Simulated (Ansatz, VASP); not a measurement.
## Cd in VASP and in Ansatz

Contents of INCAR:

```
PREC = Accurate
ENCUT = 520
EDIFF = 1E-7
ISMEAR = -1
SIGMA = 0.05
LREAL = F
LASPH = T
NELM = 60
ALGO = Fast
ISIF = 2
LWAVE = F
LCHARG = T
GGA = PE
LELF = T
LVHAR = T
NBANDS = 19
```

KPOINTS

```
Automatic mesh
0
Gamma
  9 9 4
```

File POSCAR:

```
Cd
1.0
    2.9788700000      0.0000000000      0.0000000000
   -1.4894350000      2.5797770946      0.0000000000
    0.0000000000      0.0000000000      5.5052970000
Cd
2
Direct
    0.6666666667      0.3333333333      0.7500000000
    0.3333333333      0.6666666667      0.2500000000
```

File input.yaml:

```yaml
crystal:
  lattice:
    - [2.97887, 0.0, 0.0]
    - [-1.489435, 2.5797770946, 0.0]
    - [0.0, 0.0, 5.505297]
  atoms:
    - { symbol: Cd, position: [0.6666666667, 0.3333333333, 0.75] }
    - { symbol: Cd, position: [0.3333333333, 0.6666666667, 0.25] }
hamiltonian:
  xc: pbe
  pseudopotentials: { kind: paw }
kpoints:
  mp_grid: { grid: [9, 9, 4] }
  band_path:
    path:
      - [[0.0, 0.0, 0.0], [0.5, 0.0, 0.0], [0.3333333333, 0.3333333333, 0.0], [0.0, 0.0, 0.0], [0.0, 0.0, 0.5], [0.5, 0.0, 0.5], [0.3333333333, 0.3333333333, 0.5], [0.0, 0.0, 0.5]]
      - [[0.5, 0.0, 0.5], [0.5, 0.0, 0.0]]
      - [[0.3333333333, 0.3333333333, 0.0], [0.3333333333, 0.3333333333, 0.5]]
    npoints: 14
scf:
  occupations: { method: fermi_dirac, width: 0.05 }
  n_extra_bands: 6
output:
  forces: true
  stress: true
  eigenvalues: true
  fatbands: false
```

Alike in both runs: functional PBE; k mesh 9 × 9 × 4; occupations fermi-dirac, width 0.05 eV; no spin polarisation.

|  | VASP | Ansatz |
| --- | --- | --- |
| version | VASP 6.6.1 | Ansatz 0.2.0 |
| potentials or method | VASP PAW PBE potentials, release 64 (Cd) | Ansatz PAW |
| plane-wave cutoff (eV) | 520 | 420 |
| valence electrons in the cell | 24 | 40 |
| task | single point | band structure |

```tsv
	VASP	Ansatz	Ansatz less VASP
gap on the k mesh at the Fermi level (eV)	none	none	-
pressure (GPa)	4.8	4.4	-0.41
traceless stress, the component that is largest in VASP (GPa)	-1.30	-1.12	+0.177
```

A gap of «none» marks a metal or a gap that the smearing closes. VASP's potentials hold 24 valence electrons a cell and Ansatz's 40, so a difference there can come from the potentials and not from the codes.
